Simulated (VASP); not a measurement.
# Ba (Fmmm) in VASP: notebook

The runs below take Ba through single point, with PBE.

Everything below comes from runs of VASP 6.6.1. Logs are shortened: lines on timing, memory, paths and dates and some standing lists are left out, and cuts for length are marked.

**1. The cell of the first run**

The structure is orthorhombic, space group Fmmm (No. 69). The conventional cell has a = 5.020 Å, b = 6.958 Å, c = 7.242 Å, α = 90.00°, β = 90.00°, γ = 90.00°. Within 5.6 Å of Ba (site symmetry mmm) lie 14 Ba at 4.29 to 5.02 Å.

**2. Single point, PBE (strain -0.0400 x Voigt [0, 0, 0, 0, 1, 0])**

Contents of INCAR:

```
SYSTEM = Ba
PREC = Accurate
ENCUT = 520
EDIFF = 1E-6
ISMEAR = 0
SIGMA = 0.15
LREAL = .False.
LASPH = .True.
NELM = 100
ALGO = Fast
ISIF = 2
LWAVE = .False.
LCHARG = .False.
GGA = PE
NBANDS = 11
```

Contents of KPOINTS:

```
regular mesh
0
Gamma
  18 18 18
  0 0 0
```

Contents of POSCAR:

```
Ba
1.0
   -2.5602931500      2.5100913235      2.5602931500
    2.4598894970     -2.5100913235      2.4598894970
    2.5602931500      2.5100913235     -2.5602931500
Ba
1
Direct
    0.0000000000      0.0000000000      0.0000000000
```

Potentials or basis: VASP PAW PBE potentials, release 64 (Ba_sv).

Command:

```bash
cat potpaw_PBE.64/Ba_sv/POTCAR > POTCAR
mpirun -np 1 vasp_std > vasp.out
```

OUTCAR:

```text
SYSTEM = Ba
   PREC = Accurate
   ENCUT = 520
   EDIFF = 1E-6
   ISMEAR = 0
   LREAL = .False.
   LASPH = .True.
   NELM = 100
   ISIF = 2
   GGA = PE

 ion  position               nearest neighbor table
   1  0.000  0.000  0.000-

  LATTYP: Found a face centered orthorhombic cell.
 ALAT       =     5.0201826470
 B/A-ratio  =     1.3859292911
 C/A-ratio  =     1.4424978336

  Lattice vectors:

 A1 = (   5.0201826470,   0.0000000000,  -0.1004036530)
 A2 = (   2.5602931500,   2.5100913235,  -2.5602931500)
 A3 = (   2.4598894970,   2.5100913235,   2.4598894970)

Analysis of symmetry for initial positions (statically):
=====================================================================
 Subroutine PRICEL returns:
 Original cell was already a primitive cell.

 Routine SETGRP: Setting up the symmetry group for a
 face centered orthorhombic supercell.

 Subroutine GETGRP returns: Found  8 space group operations
 (whereof  8 operations were pure point group operations)
 out of a pool of  8 trial point group operations.

The static configuration has the point symmetry D_2h.

Analysis of symmetry for dynamics (positions and initial velocities):
=====================================================================
 Subroutine PRICEL returns:
 Original cell was already a primitive cell.

 Routine SETGRP: Setting up the symmetry group for a
 face centered orthorhombic supercell.

 Subroutine GETGRP returns: Found  8 space group operations
 (whereof  8 operations were pure point group operations)
 out of a pool of  8 trial point group operations.

The dynamic configuration has the point symmetry D_2h.

 Subroutine INISYM returns: Found  8 space group operations
 (whereof  8 operations are pure point group operations),
 and found     1 'primitive' translations

----------------------------------------------------------------------------------------

                                     Primitive cell

  volume of cell :      63.2346

  direct lattice vectors                    reciprocal lattice vectors
    -2.560293150  2.510091324  2.560293150     0.003985513  0.199195940  0.199275650
     2.459889497 -2.510091324  2.459889497     0.203261163  0.000000000  0.203261163
     2.560293150  2.510091324 -2.560293150     0.199275650  0.199195940  0.003985513

  length of vectors
     4.405764460  4.289833461  4.405764460     0.281790155  0.287454693  0.281790155

  position of ions in fractional coordinates (direct lattice)
[... 83 lines left out ...]
   ISIF   =      2    stress and relaxation
   ISYM   =      2    0-nonsym 1-usesym 2-fastsym
   POTIM  = 0.5000    time-step for ionic-motion
   TEBEG  =    0.0;   TEEND  =   0.0 temperature during run
   PSTRESS=    0.0 pullay stress
   NELECT =      10.0000    total number of electrons
   NUPDOWN=      -1.0000    fix difference up-down
   EMIN   =  10.00;   EMAX   =-10.00  energy-range for DOS
   EFERMI =   0.00;   METHOD = LEGACY
   ISMEAR =     0;   SIGMA  =   0.15  broadening in eV -4-tet -1-fermi 0-gaus
   EFERMI_NEDOS =   21; number of points for ismear=-14 and -15
   IALGO  =     68    algorithm
   IMIX   =      4    mixing-type and parameters
     AMIX     =   0.40;   BMIX     =  1.00
     AMIX_MAG =   1.60;   BMIX_MAG =  1.00
  volume/ion in A,a.u.               =      63.23       426.73
  Fermi-wavevector in a.u.,A,eV,Ry     =   0.885299  1.672972 10.663621  0.783754
  Thomas-Fermi vector in A             =   2.006314
   LORBIT       =      0    0 simple, 1 ext, 2 COOP (PROOUT), +10 PAW based schemes
   GGA     = PE    functional components
   LHFCALC =     F    Hartree Fock is set to
   AEXX    =    0.0000 exact exchange contribution
   IVDW    =     0    specifies the selected vdW correction
   LEPSILON=     F    determine dielectric tensor
   LRPA    =     F    only Hartree local field effects (RPA)
 non-spin polarized calculation
 RMM-DIIS sequential band-by-band and
 Gauss-broadening in eV      SIGMA  =   0.15
  energy-cutoff  :      520.00
  volume of cell :       63.23
 maximum number of plane-waves:      1722
 NGX is ok and might be reduce to    36
   NGX = 17   NGY = 15   NGZ = 17

 number of electron      10.0000000 magnetization

 Free energy of the ion-electron system (eV)
  ---------------------------------------------------
  ext. energy  EPLUGINS =         0.00000000
  ---------------------------------------------------
  free energy    TOTEN  =        -1.91158030 eV

  energy without entropy =       -1.89782301  energy(sigma->0) =       -1.90470166

 E-fermi :   1.6316     XC(G=0):  -7.3967

 val. band max:        1.6258426136   @ k =   0.3333   0.2778   0.0000
 cond. band min:       1.6319554423   @ k =   0.2778   0.0556   0.2778
 fundamental gap:      0.0061128287
 Fermi energy:         1.6316254861

 k-point     1 :       0.0000    0.0000    0.0000
  band No.  band energies     occupation
      1     -27.2590      2.00000
      2     -12.2233      2.00000
      3     -12.2088      2.00000
      4     -12.1967      2.00000
      5      -1.1137      2.00000
      6       3.3129      0.00000
      7       3.4337      0.00000
      8       3.6075      0.00000
      9       4.8603      0.00000
     10       4.8888      0.00000
     11       8.4101      0.00000
[... 309 lines left out ...]
 k-point    24 :      -0.2778    0.0556    0.0000
  band No.  band energies     occupation
      1     -27.2374      2.00000
      2     -12.4429      2.00000
      3     -12.2865      2.00000
      4     -12.2173      2.00000
      5      -0.0743      2.00000
      6       2.7576      0.00000
      7       2.7890      0.00000
      8       4.4736      0.00000
      9       4.6792      0.00000
     10       5.0638      0.00000
     11       8.9173      0.00000

 [... further k-points ...]

------------------------ aborting loop because EDIFF is reached ----------------------------------------

  FORCE on cell =-STRESS in cart. coord.  units (eV):
  Direction    XX          YY          ZZ          XY          YZ          ZX
  --------------------------------------------------------------------------------------
  -------------------------------------------------------------------------------------
  Total        0.0208884      0.0311575      0.0208884      0.0000000      0.0000000      0.1645695
  in kB        0.5292498      0.7894384      0.5292498      0.0000000      0.0000000      4.1697037
  external PRESSURE =       0.6159793 kB  Pullay stress =       0.0000000 kB

 VOLUME and BASIS-vectors are now :
 -----------------------------------------------------------------------------
  energy-cutoff  :      520.00
  volume of cell :       63.23
      direct lattice vectors                 reciprocal lattice vectors
    -2.560293150  2.510091324  2.560293150     0.003985513  0.199195940  0.199275650
     2.459889497 -2.510091324  2.459889497     0.203261163  0.000000000  0.203261163
     2.560293150  2.510091324 -2.560293150     0.199275650  0.199195940  0.003985513

 POSITION                                       TOTAL-FORCE (eV/Angst)
 -----------------------------------------------------------------------------------
      0.00000      0.00000      0.00000         0.000000     -0.000000      0.000000
 -----------------------------------------------------------------------------------
    total drift:                               -0.000000      0.000000      0.000000

  FREE ENERGIE OF THE ION-ELECTRON SYSTEM (eV)
  ---------------------------------------------------
  free  energy   TOTEN  =        -1.9115802952 eV

  energy  without entropy=       -1.8978230149  energy(sigma->0) =       -1.90470166
```

OSZICAR:

```text
N       E                     dE             d eps       ncg     rms          rms(c)
DAV:   1     0.551612241385E+02    0.55161E+02   -0.42381E+03 19030   0.749E+02
DAV:   2     0.881488148505E+00   -0.54280E+02   -0.52829E+02 22621   0.137E+02
DAV:   3    -0.182547584569E+01   -0.27070E+01   -0.26890E+01 24529   0.317E+01
DAV:   4    -0.190885270825E+01   -0.83377E-01   -0.83218E-01 24870   0.510E+00
DAV:   5    -0.191111532433E+01   -0.22626E-02   -0.22623E-02 25478   0.683E-01    0.162E+00
RMM:   6    -0.191079902451E+01    0.31630E-03   -0.28485E-03 20216   0.544E-01    0.972E-01
RMM:   7    -0.191128333612E+01   -0.48431E-03   -0.76551E-03 21398   0.985E-01    0.443E-02
RMM:   8    -0.191154190116E+01   -0.25857E-03   -0.10663E-03 26115   0.213E-01    0.192E-02
RMM:   9    -0.191157460511E+01   -0.32704E-04   -0.20667E-04 28489   0.591E-02    0.106E-02
RMM:  10    -0.191157965942E+01   -0.50543E-05   -0.32869E-05 27863   0.340E-02    0.491E-03
RMM:  11    -0.191158029519E+01   -0.63578E-06   -0.68683E-06 25589   0.111E-02
   1 F= -.19115803E+01 E0= -.19047017E+01  d E =-.137573E-01
```

Run time: 3.1 min. Hardware: 1 thread of Intel Xeon 6975P-C (Granite Rapids), shared host; peak memory 0.68 GiB.

Results:

```yaml
Free_energy: -1.9116 eV
Pressure: 0.1 GPa
Band_gap_on_the_k_mesh: zero (bands 5 and 6 overlap by 0.98 eV)
```

Stress tensor (GPa, compression positive):
```
0.05 0.00 0.42
0.00 0.08 0.00
0.42 0.00 0.05
```

Caveat: the cell differs from its parent crystal (strain -0.0400 x Voigt [0, 0, 0, 0, 1, 0]); spin-orbit coupling is left out, which moves the levels of the heavy elements.

**3. Single point, PBE (strain +0.0300 x Voigt [0, 0, 0, 0, 1, 0])**

Contents of INCAR:

```
ALGO     = Fast           # electronic algorithm
EDIFF    = 1E-7           # SCF threshold, eV
ENCUT    = 520            # plane-wave cutoff, eV
GGA      = PE             # functional
ISIF     = 2              # what is computed and relaxed
ISMEAR   = 0              # smearing method
LASPH    = T              # aspherical terms in the spheres
LCHARG   = F              # write CHGCAR
LREAL    = F              # projectors in reciprocal space
LWAVE    = F              # write WAVECAR
NBANDS   = 11             # bands
NELM     = 80             # most SCF steps
PREC     = Accurate       # precision mode
SIGMA    = 0.15           # smearing width, eV
```

Contents of KPOINTS:

```
k-points
0
Gamma
  18 18 18
```

Contents of POSCAR:

```
Ba
1.0
   -2.4724399536      2.5100913235      2.4724399536
    2.5477426934     -2.5100913235      2.5477426934
    2.4724399536      2.5100913235     -2.4724399536
Ba
1
Direct
    0.0000000000      0.0000000000      0.0000000000
```

Potentials or basis: VASP PAW PBE potentials, release 64 (Ba_sv).

Command:

```bash
cat potpaw_PBE.64/Ba_sv/POTCAR > POTCAR
mpirun -np 1 vasp_std > vasp.out
```

It took 3.3 min on 1 thread of Intel Xeon 6975P-C (Granite Rapids), shared host; peak memory 0.67 GiB.

Results (log left out):

```yaml
Free_energy: -1.9130 eV
Pressure: 0.1 GPa
Band_gap_on_the_k_mesh: zero (bands 5 and 6 overlap by 0.99 eV)
```

Stress tensor (GPa, compression positive):
```
 0.05  0.00 -0.31
 0.00  0.07  0.00
-0.31  0.00  0.05
```

Levels at points of the mesh, in eV from the Fermi level:
| k point | band 2 | band 3 | band 4 | band 5 | band 6 | band 7 | band 8 | band 9 |
| --- | --- | --- | --- | --- | --- | --- | --- | --- |
| (0.00, 0.00, 0.00) | -13.85 | -13.84 | -13.83 | -2.75 | 1.72 | 1.81 | 1.94 | 3.23 |
| (0.50, 0.00, 0.00) | -14.30 | -13.99 | -13.84 | -0.89 | 0.69 | 1.24 | 3.20 | 3.77 |
| (0.00, 0.50, 0.00) | -14.28 | -13.97 | -13.84 | -0.91 | 0.67 | 1.14 | 3.29 | 3.89 |
| (0.50, 0.00, 0.50) | -14.31 | -14.01 | -13.85 | -0.87 | 0.72 | 1.34 | 3.10 | 3.65 |
| (0.50, 0.50, 0.50) | -14.18 | -14.16 | -14.13 | -0.54 | -0.53 | 4.28 | 4.34 | 4.41 |

Caveat: the cell differs from its parent crystal (strain +0.0300 x Voigt [0, 0, 0, 0, 1, 0]); spin-orbit coupling is left out, which moves the levels of the heavy elements.

**4. Single point, PBE (strain -0.0200 x Voigt [0, 0, 0, 0, 1, 0])**

Contents of INCAR:

```
SYSTEM = Ba
PREC = Accurate
ENCUT = 520
EDIFF = 1E-6
ISMEAR = 0
SIGMA = 0.15
LREAL = .FALSE.
LASPH = .TRUE.
NELM = 100
ALGO = Fast
ISIF = 2
LWAVE = .FALSE.
LCHARG = .FALSE.
GGA = PE
NBANDS = 11
```

Contents of KPOINTS:

```
Automatic mesh
0
G
  18 18 18
  0 0 0
```

Contents of POSCAR:

```
Ba
1.0
   -2.5351922367      2.5100913235      2.5351922367
    2.4849904103     -2.5100913235      2.4849904103
    2.5351922367      2.5100913235     -2.5351922367
Ba
1
Direct
    0.0000000000      0.0000000000      0.0000000000
```

Potentials or basis: VASP PAW PBE potentials, release 64 (Ba_sv).

Command:

```bash
cat potpaw_PBE.64/Ba_sv/POTCAR > POTCAR
mpirun -np 1 vasp_std > vasp.out
```

OUTCAR:

```text
SYSTEM = Ba
   PREC = Accurate
   ENCUT = 520
   EDIFF = 1E-6
   ISMEAR = 0
   LREAL = .FALSE.
   LASPH = .TRUE.
   NELM = 100
   ISIF = 2
   GGA = PE

 ion  position               nearest neighbor table
   1  0.000  0.000  0.000-

  LATTYP: Found a face centered orthorhombic cell.
 ALAT       =     5.0201826470
 B/A-ratio  =     1.4000714268
 C/A-ratio  =     1.4283556980

  Lattice vectors:

 A1 = (   5.0201826470,   0.0000000000,  -0.0502018264)
 A2 = (   2.5351922367,   2.5100913235,  -2.5351922367)
 A3 = (   2.4849904103,   2.5100913235,   2.4849904103)

Analysis of symmetry for initial positions (statically):
=====================================================================
 Subroutine PRICEL returns:
 Original cell was already a primitive cell.

 Routine SETGRP: Setting up the symmetry group for a
 face centered orthorhombic supercell.

 Subroutine GETGRP returns: Found  8 space group operations
 (whereof  8 operations were pure point group operations)
 out of a pool of  8 trial point group operations.

The static configuration has the point symmetry D_2h.

Analysis of symmetry for dynamics (positions and initial velocities):
=====================================================================
 Subroutine PRICEL returns:
 Original cell was already a primitive cell.

 Routine SETGRP: Setting up the symmetry group for a
 face centered orthorhombic supercell.

 Subroutine GETGRP returns: Found  8 space group operations
 (whereof  8 operations were pure point group operations)
 out of a pool of  8 trial point group operations.

The dynamic configuration has the point symmetry D_2h.

 Subroutine INISYM returns: Found  8 space group operations
 (whereof  8 operations are pure point group operations),
 and found     1 'primitive' translations

----------------------------------------------------------------------------------------

                                     Primitive cell
[... 115 lines left out ...]
   LHFCALC =     F    Hartree Fock is set to
   AEXX    =    0.0000 exact exchange contribution
   IVDW    =     0    specifies the selected vdW correction
   LEPSILON=     F    determine dielectric tensor
   LRPA    =     F    only Hartree local field effects (RPA)
 non-spin polarized calculation
 RMM-DIIS sequential band-by-band and
 Gauss-broadening in eV      SIGMA  =   0.15
  energy-cutoff  :      520.00
  volume of cell :       63.25
 maximum number of plane-waves:      1726
 NGX is ok and might be reduce to    36
   NGX = 17   NGY = 17   NGZ = 17

 number of electron      10.0000000 magnetization

 Free energy of the ion-electron system (eV)
  ---------------------------------------------------
  ext. energy  EPLUGINS =         0.00000000
  ---------------------------------------------------
  free energy    TOTEN  =        -1.91406032 eV

  energy without entropy =       -1.90032611  energy(sigma->0) =       -1.90719322

 E-fermi :   1.6310     XC(G=0):  -7.3960

 val. band max:        1.6309736324   @ k =   0.3889   0.4444   0.3889
 cond. band min:       1.6326194022   @ k =   0.3889   0.1111   0.2778
 fundamental gap:      0.0016457698
 Fermi energy:         1.6309995992

 k-point     1 :       0.0000    0.0000    0.0000
  band No.  band energies     occupation
      1     -27.2587      2.00000
      2     -12.2168      2.00000
      3     -12.2099      2.00000
      4     -12.2036      2.00000
      5      -1.1152      2.00000
      6       3.3856      0.00000
      7       3.4525      0.00000
      8       3.5329      0.00000
      9       4.8561      0.00000
     10       4.8633      0.00000
     11       8.4829      0.00000
[... 309 lines left out ...]
 k-point    24 :      -0.2778    0.0556   -0.0000
  band No.  band energies     occupation
      1     -27.2370      2.00000
      2     -12.4459      2.00000
      3     -12.2851      2.00000
      4     -12.2179      2.00000
      5      -0.0733      2.00000
      6       2.7570      0.00000
      7       2.7921      0.00000
      8       4.4932      0.00000
      9       4.6738      0.00000
     10       5.0326      0.00000
     11       8.9091      0.00000

 [... further k-points ...]

------------------------ aborting loop because EDIFF is reached ----------------------------------------

  FORCE on cell =-STRESS in cart. coord.  units (eV):
  Direction    XX          YY          ZZ          XY          YZ          ZX
  --------------------------------------------------------------------------------------
  -------------------------------------------------------------------------------------
  Total        0.0214789      0.0240058      0.0214789      0.0000000      0.0000000      0.0825360
  in kB        0.5440473      0.6080543      0.5440473      0.0000000      0.0000000      2.0905889
  external PRESSURE =       0.5653830 kB  Pullay stress =       0.0000000 kB

 VOLUME and BASIS-vectors are now :
 -----------------------------------------------------------------------------
  energy-cutoff  :      520.00
  volume of cell :       63.25
      direct lattice vectors                 reciprocal lattice vectors
    -2.535192237  2.510091324  2.535192237     0.001992159  0.199195940  0.199215861
     2.484990410 -2.510091324  2.484990410     0.201208020  0.000000000  0.201208020
     2.535192237  2.510091324 -2.535192237     0.199215861  0.199195940  0.001992159

 POSITION                                       TOTAL-FORCE (eV/Angst)
 -----------------------------------------------------------------------------------
      0.00000      0.00000      0.00000        -0.000000      0.000000     -0.000000
 -----------------------------------------------------------------------------------
    total drift:                               -0.000000      0.000000      0.000000

  FREE ENERGIE OF THE ION-ELECTRON SYSTEM (eV)
  ---------------------------------------------------
  free  energy   TOTEN  =        -1.9140603172 eV

  energy  without entropy=       -1.9003261139  energy(sigma->0) =       -1.90719322
```

It took 3 min on 1 thread of Intel Xeon 6975P-C (Granite Rapids), shared host; peak memory 0.68 GiB.

What came out:

* Free energy: -1.9141 eV
* Pressure: 0.1 GPa
* Band gap on the k mesh: zero (bands 5 and 6 overlap by 0.99 eV)

Caveat: the cell differs from its parent crystal (strain -0.0200 x Voigt [0, 0, 0, 0, 1, 0]); spin-orbit coupling is left out, which moves the levels of the heavy elements.

**5. Overview**

```tsv
cell	further INCAR settings	gap on the mesh (eV)	pressure (GPa)
a = 4.406, b = 4.290 Å, angles 109.5, 110.5, 109.5°, 1 atom	ALGO = Fast; EDIFF = 1e-06; NBANDS = 11	none	0.1
a = 4.304, b = 4.391 Å, angles 109.5, 108.7, 109.5°, 1 atom	ALGO = Fast; EDIFF = 1e-07; NBANDS = 11	none	0.1
a = 4.377, b = 4.319 Å, angles 109.5, 110.0, 109.5°, 1 atom	ALGO = Fast; EDIFF = 1e-06; NBANDS = 11	none	0.1
```

Alike in all rows: task single point; level PBE; potentials or basis VASP PAW PBE potentials, release 64 (Ba_sv); no spin polarisation; k mesh 18 × 18 × 18; cutoff (eV) 520; smearing gaussian 0.15 eV.

Caveats: spin-orbit coupling is left out, which moves the levels of the heavy elements.

Total energies depend on the potentials used, so only differences within one code and one set of settings carry meaning.
